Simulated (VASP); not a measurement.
Runs of VASP 6.6.1 on TiB. The structure is that of space group F-43m (No. 216), or close to it. The cells are those of the table. 

| task | cell | k mesh | cutoff (eV) | smearing | gap on the mesh (eV) | pressure (GPa) |
| --- | --- | --- | --- | --- | --- | --- |
| single point | a = 3.316 Å, angles 60.0°, 2 atoms | 16 × 16 × 16 | 520 | fermi-dirac 0.15 eV | none | (a) |
| single point | a = 3.462 Å, angles 60.0°, 2 atoms | 16 × 16 × 16 | 520 | fermi-dirac 0.15 eV | none | -2.0 |
| relaxation of cell and atoms | relaxed to 15 GPa from a = 3.392 Å, angles 60.0°, 2 atoms | 16 × 16 × 16 | 600 | fermi-dirac 0.15 eV | none | 15.0 |
| single point | a = 2.971 Å, angles 60.0°, 2 atoms | 8 × 8 × 8 | 500 | gaussian 0.1 eV | none | 105.5 |
| single point | a = 3.416 Å, angles 60.0°, 2 atoms | 16 × 16 × 16 | 520 | fermi-dirac 0.15 eV | none | 2.5 |

Alike in all rows: level LDA; potentials or basis VASP PAW LDA potentials, release 64 (Ti_sv, B); no spin polarisation.

**Question.** Fill in the values left out.

**Answer.** (a) 15.2.

Caveats: the cell is relaxed towards a set pressure, so the enthalpy falls and the energy may rise (some runs).

A gap of «none» marks levels without a gap at the run's occupations.
